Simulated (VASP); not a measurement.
# Be (P6_3/mmc) in VASP: a series of runs

The runs below take Be through single point, with LDA.

Everything below comes from runs of VASP 6.6.1. Logs are shortened: lines on timing, memory, paths and dates and some standing lists are left out, and cuts for length are marked.

### Step 1. The cell of the first run

Symmetry: P6_3/mmc, No. 194, hexagonal system. Conventional cell: a = 2.115 Å, b = 2.115 Å, c = 3.517 Å, α = 90.00°, β = 90.00°, γ = 120.00°. Within 2.8 Å of Be (site symmetry -6m2) lie 12 Be at 2.11 to 2.14 Å.

### Step 2. Single point, LDA (strain -0.050 along x and y, +0.000 along z)

INCAR reads:

```
SYSTEM = Be
  ALGO = Normal
  EDIFF = 1E-7
  ENCUT = 520
  ISIF = 2
  ISMEAR = 0
  LASPH = .True.
  LCHARG = .False.
  LREAL = .False.
  LWAVE = .False.
  NBANDS = 9
  NELM = 80
  PREC = Accurate
  SIGMA = 0.15
```

KPOINTS reads:

```
k-points
0
Gamma
  30 30 18
  0 0 0
```

POSCAR reads:

```
Be
1.0
    2.1149041440      0.0000000000      0.0000000000
   -1.0574520720      1.8315607153      0.0000000000
    0.0000000000      0.0000000000      3.5165759776
Be
2
Direct
    0.3333333333      0.6666666667      0.2500000000
    0.6666666667      0.3333333333      0.7500000000
```

Potentials or basis: VASP PAW LDA potentials, release 64 (Be).

The run is started by

```console
> cat potpaw_LDA.64/Be/POTCAR > POTCAR
> mpirun -np 1 vasp_std > vasp.out
```

OUTCAR:

```text
SYSTEM = Be
   EDIFF = 1E-7
   ENCUT = 520
   ISIF = 2
   ISMEAR = 0
   LASPH = .True.
   LREAL = .False.
   NELM = 80
   PREC = Accurate

 ion  position               nearest neighbor table
   1  0.333  0.667  0.250-   2 2.14   2 2.14   2 2.14   2 2.14   2 2.14   2 2.14
   2  0.667  0.333  0.750-   1 2.14   1 2.14   1 2.14   1 2.14   1 2.14   1 2.14

  LATTYP: Found a hexagonal cell.
 ALAT       =     2.1149041440
 C/A-ratio  =     1.6627590369

  Lattice vectors:

 A1 = (   2.1149041440,   0.0000000000,   0.0000000000)
 A2 = (  -1.0574520720,   1.8315607153,   0.0000000000)
 A3 = (   0.0000000000,   0.0000000000,   3.5165759776)

Analysis of symmetry for initial positions (statically):
=====================================================================
 Subroutine PRICEL returns:
 Original cell was already a primitive cell.

 Routine SETGRP: Setting up the symmetry group for a
 hexagonal supercell.

 Subroutine GETGRP returns: Found 24 space group operations
 (whereof 12 operations were pure point group operations)
 out of a pool of 24 trial point group operations.

The static configuration has the point symmetry D_3d.
 The point group associated with its full space group is D_6h.

Analysis of symmetry for dynamics (positions and initial velocities):
=====================================================================
 Subroutine PRICEL returns:
 Original cell was already a primitive cell.

 Routine SETGRP: Setting up the symmetry group for a
 hexagonal supercell.

 Subroutine GETGRP returns: Found 24 space group operations
 (whereof 12 operations were pure point group operations)
 out of a pool of 24 trial point group operations.

The dynamic configuration has the point symmetry D_3d.
 The point group associated with its full space group is D_6h.

 Subroutine INISYM returns: Found 24 space group operations
 (whereof 12 operations are pure point group operations),
 and found     1 'primitive' translations

----------------------------------------------------------------------------------------

                                     Primitive cell

  volume of cell :      13.6217

  direct lattice vectors                    reciprocal lattice vectors
     2.114904144  0.000000000  0.000000000     0.472834669  0.272991223  0.000000000
    -1.057452072  1.831560715  0.000000000     0.000000000  0.545982446  0.000000000
     0.000000000  0.000000000  3.516575978     0.000000000  0.000000000  0.284367523

  length of vectors
     2.114904144  2.114904144  3.516575978     0.545982446  0.545982446  0.284367523

  position of ions in fractional coordinates (direct lattice)
     0.333333333  0.666666667  0.250000000
     0.666666667  0.333333333  0.750000000

  ion indices of the primitive-cell ions
   primitive index   ion index
                 1           1
                 2           2

----------------------------------------------------------------------------------------

 KPOINTS: k-points

Automatic generation of k-mesh.
 Grid dimensions read from file:
 generate k-points for:   30   30   18

 Generating k-lattice:

  Cartesian coordinates                     Fractional coordinates (reciprocal lattice)
     0.015761156  0.009099707  0.000000000     0.033333333  0.000000000  0.000000000
     0.000000000  0.018199415  0.000000000     0.000000000  0.033333333  0.000000000
     0.000000000  0.000000000  0.015798196     0.000000000  0.000000000  0.055555556

  Length of vectors
     0.018199415  0.018199415  0.015798196

  Shift w.r.t. Gamma in fractional coordinates (k-lattice)
     0.000000000  0.000000000  0.000000000

 Subroutine IBZKPT returns following result:
 ===========================================

 Found    910 irreducible k-points:

 Following reciprocal coordinates:
            Coordinates               Weight
  0.000000  0.000000  0.000000      1.000000
  0.033333  0.000000  0.000000      6.000000
  0.066667  0.000000  0.000000      6.000000
  0.100000  0.000000  0.000000      6.000000
  0.133333  0.000000  0.000000      6.000000
  0.166667  0.000000  0.000000      6.000000
[... 16 lines left out ...]
  0.233333  0.033333  0.000000     12.000000
  0.266667  0.033333  0.000000     12.000000
 [... further k-points ...]
   k-points           NKPTS =    910   k-points in BZ     NKDIM =    910   number of bands    NBANDS=      9
   number of dos      NEDOS =    301   number of ions     NIONS =      2
   total plane-waves  NPLWV =   7168
   dimension x,y,z NGX =    16 NGY =   16 NGZ =   28
   dimension x,y,z NGXF=    32 NGYF=   32 NGZF=   56
   ions per type =               2
   NGX,Y,Z   is equivalent  to a cutoff of  12.58, 12.58, 13.24 a.u.
   NGXF,Y,Z  is equivalent  to a cutoff of  25.15, 25.15, 26.47 a.u.
 SYSTEM =  Be
   PREC   = accura    normal or accurate (medium, high low for compatibility)
   ISTART =      0    job   : 0-new  1-cont  2-samecut
   ICHARG =      2    charge: 1-file 2-atom 10-const
   ISPIN  =      1    spin polarized calculation?
   LNONCOLLINEAR =      F non collinear calculations
   LSORBIT =      F    spin-orbit coupling
   LASPH  =      T    aspherical Exc in radial PAW
   ENCUT  =  520.0 eV  38.22 Ry    6.18 a.u.   3.93  3.93  6.54*2*pi/ulx,y,z
   NELM   =     80;   NELMIN=  2; NELMDL= -5     # of ELM steps
   EDIFF  = 0.1E-06   stopping-criterion for ELM
   LREAL  =      F    real-space projection
   EDIFFG = 0.1E-05   stopping-criterion for IOM
   NSW    =      0    number of steps for IOM
   IBRION =     -1    ionic relax: 0-MD 1-quasi-New 2-CG
   NFREE  =      0    steps in history (QN), initial steepest desc. (CG)
   ISIF   =      2    stress and relaxation
   ISYM   =      2    0-nonsym 1-usesym 2-fastsym
   POTIM  = 0.5000    time-step for ionic-motion
   TEBEG  =    0.0;   TEEND  =   0.0 temperature during run
   PSTRESS=    0.0 pullay stress
   NELECT =       4.0000    total number of electrons
   NUPDOWN=      -1.0000    fix difference up-down
   EMIN   =  10.00;   EMAX   =-10.00  energy-range for DOS
   EFERMI =   0.00;   METHOD = LEGACY
   ISMEAR =     0;   SIGMA  =   0.15  broadening in eV -4-tet -1-fermi 0-gaus
   EFERMI_NEDOS =   21; number of points for ismear=-14 and -15
   IALGO  =     38    algorithm
   IMIX   =      4    mixing-type and parameters
     AMIX     =   0.40;   BMIX     =  1.00
     AMIX_MAG =   1.60;   BMIX_MAG =  1.00
  volume/ion in A,a.u.               =       6.81        45.96
  Fermi-wavevector in a.u.,A,eV,Ry     =   1.088138  2.056284 16.109914  1.184045
  Thomas-Fermi vector in A             =   2.224313
   LORBIT       =      0    0 simple, 1 ext, 2 COOP (PROOUT), +10 PAW based schemes
   GGA     = CA    functional components
   LHFCALC =     F    Hartree Fock is set to
   AEXX    =    0.0000 exact exchange contribution
   IVDW    =     0    specifies the selected vdW correction
   LEPSILON=     F    determine dielectric tensor
   LRPA    =     F    only Hartree local field effects (RPA)
 non-spin polarized calculation
 Gauss-broadening in eV      SIGMA  =   0.15
  energy-cutoff  :      520.00
  volume of cell :       13.62
 maximum number of plane-waves:       378
 NGX is ok and might be reduce to    16
   NGX =  7   NGY =  7   NGZ = 13

 number of electron       4.0000000 magnetization

 Free energy of the ion-electron system (eV)
  ---------------------------------------------------
  ext. energy  EPLUGINS =         0.00000000
  ---------------------------------------------------
  free energy    TOTEN  =        -8.31605265 eV

  energy without entropy =       -8.31430490  energy(sigma->0) =       -8.31517878

 E-fermi :   8.0768     XC(G=0): -11.1236

 val. band max:        8.0726782525   @ k =   0.3333   0.3000   0.3889
 cond. band min:       8.0785111406   @ k =   0.3000   0.2333   0.0000
 fundamental gap:      0.0058328881
 Fermi energy:         8.0768366234

 k-point     1 :       0.0000    0.0000    0.0000
  band No.  band energies     occupation
      1      -3.9732      2.00000
      2       2.4944      2.00000
      3       8.8706      0.00000
      4      26.9589      0.00000
      5      26.9589      0.00000
      6      29.6827      0.00000
      7      29.7807      0.00000
      8      29.7807      0.00000
      9      38.1938      0.00000

 k-point     2 :       0.0333    0.0000    0.0000
  band No.  band energies     occupation
      1      -3.9391      2.00000
      2       2.5426      2.00000
      3       8.8773      0.00000
      4      26.6479      0.00000
      5      26.6991      0.00000
      6      29.6604      0.00000
      7      29.7664      0.00000
      8      29.9025      0.00000
      9      37.7724      0.00000

 k-point     3 :       0.0667    0.0000    0.0000
  band No.  band energies     occupation
      1      -3.8369      2.00000
      2       2.6871      2.00000
      3       8.8972      0.00000
      4      25.7888      0.00000
      5      26.0731      0.00000
      6      29.5830      0.00000
      7      29.7180      0.00000
      8      30.1080      0.00000
      9      36.6326      0.00000

 k-point     4 :       0.1000    0.0000    0.0000
  band No.  band energies     occupation
      1      -3.6664      2.00000
      2       2.9279      2.00000
      3       8.9286      0.00000
      4      24.5485      0.00000
      5      25.2920      0.00000
      6      29.4162      0.00000
      7      29.6106      0.00000
      8      30.1880      0.00000
      9      35.1932      0.00000
[... 205 lines left out ...]
 k-point    22 :       0.2000    0.0333    0.0000
  band No.  band energies     occupation
      1      -2.5047      2.00000
      2       4.5592      2.00000
      3       9.0460      0.00000
      4      19.2537      0.00000
      5      22.3000      0.00000
      6      27.0272      0.00000
      7      27.4946      0.00000
      8      29.0614      0.00000
      9      31.8761      0.00000

 k-point    23 :       0.2333    0.0333    0.0000
  band No.  band energies     occupation
      1      -2.0262      2.00000
      2       5.2274      2.00000
      3       9.0093      0.00000
      4      17.8797      0.00000
      5      21.6062      0.00000
      6      25.6490      0.00000
      7      26.2815      0.00000
      8      28.6219      0.00000
      9      31.5966      0.00000

 k-point    24 :       0.2667    0.0333    0.0000
  band No.  band energies     occupation
      1      -1.4804      2.00000
      2       5.9878      2.00000
      3       8.8735      0.00000
      4      16.7001      0.00000
      5      20.9691      0.00000
      6      24.0717      0.00000
      7      25.0230      0.00000
      8      28.1949      0.00000
      9      31.4725      0.00000

 [... further k-points ...]
[... 5 lines left out ...]
  --------------------------------------------------------------------------------------
  -------------------------------------------------------------------------------------
  Total        2.0513922      2.0513922      0.0748307      0.0000000      0.0000000      0.0000000
  in kB      241.2833065    241.2833065      8.8015285      0.0000000      0.0000000      0.0000000
  external PRESSURE =     163.7893805 kB  Pullay stress =       0.0000000 kB

 VOLUME and BASIS-vectors are now :
 -----------------------------------------------------------------------------
  energy-cutoff  :      520.00
  volume of cell :       13.62
      direct lattice vectors                 reciprocal lattice vectors
     2.114904144  0.000000000  0.000000000     0.472834669  0.272991223  0.000000000
    -1.057452072  1.831560715  0.000000000     0.000000000  0.545982446  0.000000000
     0.000000000  0.000000000  3.516575978     0.000000000  0.000000000  0.284367523

 POSITION                                       TOTAL-FORCE (eV/Angst)
 -----------------------------------------------------------------------------------
     -0.00000      1.22104      0.87914         0.000000      0.000000      0.000000
      1.05745      0.61052      2.63743        -0.000000     -0.000000      0.000000
 -----------------------------------------------------------------------------------
    total drift:                                0.000000     -0.000000      0.000000

  FREE ENERGIE OF THE ION-ELECTRON SYSTEM (eV)
  ---------------------------------------------------
  free  energy   TOTEN  =        -8.3160526537 eV

  energy  without entropy=       -8.3143048980  energy(sigma->0) =       -8.31517878
```

Wall time 32 s (1 thread of AMD EPYC 9R45 (Zen 5), shared host); peak memory 0.16 GiB.

What came out:

- Free energy: -8.3161 eV
- Pressure: 16.4 GPa
- Band gap on the k mesh: zero (band 2 reaches 9.04 eV, above the bottom of band 3 at 7.09 eV)

Stress tensor (GPa, compression positive):
```
24.13  0.00  0.00
 0.00 24.13  0.00
 0.00  0.00  0.88
```

Caveat: the cell differs from its parent crystal (strain -0.050 along x and y, +0.000 along z).

### Step 3. Single point, LDA (strain -0.025 along x and y, -0.050 along z)

INCAR reads:

```
PREC     = Accurate       # precision mode
ENCUT    = 520            # plane-wave cutoff, eV
EDIFF    = 1E-6           # SCF threshold, eV
ISMEAR   = 0              # smearing method
SIGMA    = 0.15           # smearing width, eV
LREAL    = False          # projectors in reciprocal space
LASPH    = True           # aspherical terms in the spheres
NELM     = 100            # most SCF steps
ALGO     = Fast           # electronic algorithm
ISIF     = 2              # what is computed and relaxed
LWAVE    = False          # write WAVECAR
LCHARG   = False          # write CHGCAR
NBANDS   = 9              # bands
```

KPOINTS reads:

```
Automatic mesh
0
Gamma
  30 30 18
```

POSCAR reads:

```
Be
1.0
    2.1705595162      0.0000000000      0.0000000000
   -1.0852797581      1.8797596815      0.0000000000
    0.0000000000      0.0000000000      3.3407471787
Be
2
Direct
    0.3333333333      0.6666666667      0.2500000000
    0.6666666667      0.3333333333      0.7500000000
```

Potentials or basis: VASP PAW LDA potentials, release 64 (Be).

The run is started by

```console
> cat potpaw_LDA.64/Be/POTCAR > POTCAR
> mpirun -np 1 vasp_std > vasp.out
```

Wall time 33 s (1 thread of AMD EPYC 9R45 (Zen 5), shared host); peak memory 0.16 GiB.

It converged, with:

| Property | Result |
| --- | --- |
| Free energy | -8.3384 eV |
| Pressure | 17.0 GPa |
| Band gap on the k mesh | zero (band 2 reaches 9.12 eV, above the bottom of band 3 at 6.66 eV) |

Stress tensor (GPa, compression positive):
```
12.55  0.00  0.00
 0.00 12.55  0.00
 0.00  0.00 25.83
```

Levels at points of the mesh, in eV from the Fermi level:
| k point | band 1 | band 2 | band 3 | band 4 | band 5 | band 6 | band 7 |
| --- | --- | --- | --- | --- | --- | --- | --- |
| (0.00, 0.00, 0.00) | -11.91 | -4.67 | 2.29 | 17.26 | 17.26 | 20.54 | 20.54 |
| (0.50, 0.00, 0.00) | -5.55 | -3.21 | 4.09 | 7.26 | 8.20 | 10.03 | 11.67 |
| (0.00, 0.00, 0.50) | -9.61 | -9.61 | 12.80 | 12.80 | 19.20 | 19.20 | 19.20 |
| (0.50, 0.00, 0.50) | -4.04 | -4.04 | 2.20 | 2.20 | 13.04 | 13.04 | 17.68 |

Caveat: the cell differs from its parent crystal (strain -0.025 along x and y, -0.050 along z).

### Step 4. Single point, LDA (strain -0.050 along x and y, +0.025 along z)

INCAR reads:

```
SYSTEM = Be
ALGO = Normal ; EDIFF = 1E-7
ENCUT = 520 ; ISIF = 2
ISMEAR = 0 ; LASPH = .TRUE.
LCHARG = .TRUE. ; LELF = .TRUE.
LREAL = .FALSE. ; LVHAR = .TRUE.
LWAVE = .FALSE. ; NBANDS = 9
NELM = 100 ; PREC = Accurate
SIGMA = 0.15
```

KPOINTS reads:

```
k-points
0
G
  30 30 18
  0 0 0
```

POSCAR reads:

```
Be
1.0
    2.1149041440      0.0000000000      0.0000000000
   -1.0574520720      1.8315607153      0.0000000000
    0.0000000000      0.0000000000      3.6044903770
Be
2
Direct
    0.3333333333      0.6666666667      0.2500000000
    0.6666666667      0.3333333333      0.7500000000
```

The run is started by

```console
> cat potpaw_LDA.64/Be/POTCAR > POTCAR
> mpirun -np 1 vasp_std > vasp.out
```

It took 34 s on 1 thread of AMD EPYC 9R45 (Zen 5), shared host; peak memory 0.16 GiB.

It converged, with:

```
Free energy            : -8.3057 eV
Pressure               : 12.2 GPa
Band gap on the k mesh : zero (band 2 reaches 8.73 eV, above the bottom of band 3 at 7.03 eV)
```

Stress tensor (GPa, compression positive):
```
 23.52   0.00   0.00
  0.00  23.52   0.00
  0.00   0.00 -10.29
```

Levels at points of the mesh, in eV from the Fermi level:
| k point | band 1 | band 2 | band 3 | band 4 | band 5 | band 6 | band 7 |
| --- | --- | --- | --- | --- | --- | --- | --- |
| (0.00, 0.00, 0.00) | -12.00 | -5.77 | 0.20 | 18.99 | 18.99 | 20.30 | 21.61 |
| (0.50, 0.00, 0.00) | -5.31 | -3.04 | 3.69 | 6.57 | 6.64 | 10.66 | 11.46 |
| (0.00, 0.00, 0.50) | -10.00 | -10.00 | 9.20 | 9.20 | 20.44 | 20.44 | 20.44 |
| (0.50, 0.00, 0.50) | -4.01 | -4.01 | 2.25 | 2.25 | 13.91 | 13.91 | 15.04 |

Caveat: the cell differs from its parent crystal (strain -0.050 along x and y, +0.025 along z).

### Step 5. The runs side by side

| cell | gap on the mesh (eV) | pressure (GPa) |
| --- | --- | --- |
| a = 2.115, b = 2.115, c = 3.517 Å, angles 90.0, 90.0, 120.0°, 2 atoms | none | 16.4 |
| a = 2.171, b = 2.171, c = 3.341 Å, angles 90.0, 90.0, 120.0°, 2 atoms | none | 17.0 |
| a = 2.115, b = 2.115, c = 3.604 Å, angles 90.0, 90.0, 120.0°, 2 atoms | none | 12.2 |

Alike in all rows: task single point; level LDA; potentials or basis VASP PAW LDA potentials, release 64 (Be); no spin polarisation; k mesh 30 × 30 × 18; cutoff (eV) 520; smearing gaussian 0.15 eV.

Absolute energies hang on the potentials; compare differences alone.
